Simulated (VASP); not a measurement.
Input of a VASP 6.6.1 run:

File INCAR:

```
  ALGO = Normal
  EDIFF = 1E-7
  ENCUT = 520
  GGA = PE
  ISIF = 2
  ISMEAR = 0
  LASPH = T
  LCHARG = F
  LREAL = F
  LWAVE = F
  NBANDS = 11
  NELM = 100
  PREC = Accurate
  SIGMA = 0.05
```

Contents of KPOINTS:

```
k-points
0
Gamma
  10 10 10
```

The input POSCAR:

```
Si
1.0
    0.0000000000      2.8823637136      2.4027383916
    2.8823637136      0.0000000000      2.4027383916
    2.8823637136      2.8823637136      0.0000000000
Si
2
Direct
    0.5000000000      0.5000000000      0.5000000000
    0.7500000000      0.7500000000      0.7500000000
```

Potentials or basis: VASP PAW PBE potentials, release 64 (Si).

Command:

```sh
$ cat potpaw_PBE.64/Si/POTCAR > POTCAR
$ mpirun -np 1 vasp_std > vasp.out
```

Question: Estimate the band gap on the k mesh.

Answer: Zero (band 4 reaches 6.61 eV, above the bottom of band 5 at 5.39 eV).

Question: Predict the pressure.

Answer: 0.7 GPa.

Stress tensor (GPa, compression positive):
```
-2.79  0.00  0.00
 0.00 -2.79  0.00
 0.00  0.00  7.78
```
